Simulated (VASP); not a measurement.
Here is a VASP 6.6.1 calculation.

Contents of INCAR:

```
ALGO = Normal ; EDIFF = 1E-6
ENCUT = 520 ; GGA = PS
ISIF = 2 ; ISMEAR = -1
LASPH = T ; LCHARG = F
LREAL = F ; LWAVE = F
NBANDS = 36 ; NELM = 100
PREC = Accurate ; SIGMA = 0.03
```

The input KPOINTS:

```
k-points
0
Gamma
  6 6 4
```

Contents of POSCAR:

```
Cu2AgF3
1.0
    5.2824692142     -1.4193149611      1.0950004329
    5.2824692142      1.4193149611      1.0950004329
   -3.9544971162      0.0000000000      4.2676037671
Cu Ag F
2 1 3
Direct
    0.6223377686      0.6223377686      0.7742119735
    0.4135419666      0.4135419666      0.2989532404
    0.1572293474      0.1572293474      0.4394951947
    0.8470207322      0.8470207322      0.4747950162
    0.8445574572      0.8445574572      1.0107702060
    0.1153127380      0.1153127380      0.0017743693
```

Potentials or basis: VASP PAW PBE potentials, release 64 (Cu, Ag, F).

Command:

```bash
$ cat potpaw_PBE.64/Cu/POTCAR potpaw_PBE.64/Ag/POTCAR potpaw_PBE.64/F/POTCAR > POTCAR
$ mpirun -np 1 vasp_std > vasp.out
```

**Question.** What does it give for the pressure?

**Answer.** 0.0 GPa.

**Question.** Predict the band gap on the k mesh.

**Answer.** Zero (bands 27 and 28 overlap by 0.14 eV).

Forces in eV/Å, atoms in the order of the input:
```
Cu   0.016  0.000 -0.044
Cu   0.007  0.000  0.007
Ag   0.033  0.000 -0.012
F   -0.037  0.000  0.019
F    0.039  0.000 -0.032
F   -0.057  0.000  0.063
```

Caveat: the k points lie up to 0.39 Å⁻¹ apart; semilocal functionals underestimate gaps, and a narrow one can read as zero; the PAW data sets were made with another functional, which shifts forces and pressure a little. With open d or f shells a metallic result of PBEsol can be an artefact of self-interaction; +U or a hybrid may open a gap.
